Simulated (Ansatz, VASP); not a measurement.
Fe: VASP beside Ansatz

```
Fe
1.0
     0.00000    1.97982    2.00365
     1.52783    0.00000    2.00365
     1.52783    1.97982    0.00000
Fe
1
Direct
  0.00000 0.00000 0.00000
```

Change from the starting cell: volume scaled by 1.06, crystal datasets.

Alike in both runs: task electric field gradients; functional LDA; k mesh 16 × 16 × 16; occupations fermi-dirac, width 0.05 eV; collinear spin.

|  | VASP | Ansatz |
| --- | --- | --- |
| version | VASP 6.6.1 | Ansatz 0.2.0 |
| potentials or method | VASP PAW LDA potentials, release 64 (Fe), cutoff 520 eV | all-electron PAW with datasets made for the crystal, scalar-relativistic |

Ansatz gave:

```
pressure (GPa)                                                : -25.4
traceless stress, the component that is largest in VASP (GPa) : -4.45
net moment per atom (μB)                                      : 2.29
size of the moment on the site where the two differ most (μB) : 2.31
size of Vzz on the site where it differs most (V/Å²)          : 6.9
```

What did VASP give for the same quantities?

Pressure (GPa): -25.9; traceless stress, the component that is largest in VASP (GPa): -4.47; net moment per atom (μB): 2.26; size of the moment on the site where the two differ most (μB): 2.24; size of Vzz on the site where it differs most (V/Å²): 6.1.

LDA's correlation is that of Perdew and Zunger in VASP and of Perdew and Wang (1992) in Ansatz. Site moments also hang on the region over which each program counts them. Ansatz ran all-electron here, and VASP with PAW potentials. Ansatz's warnings: printed levels off.
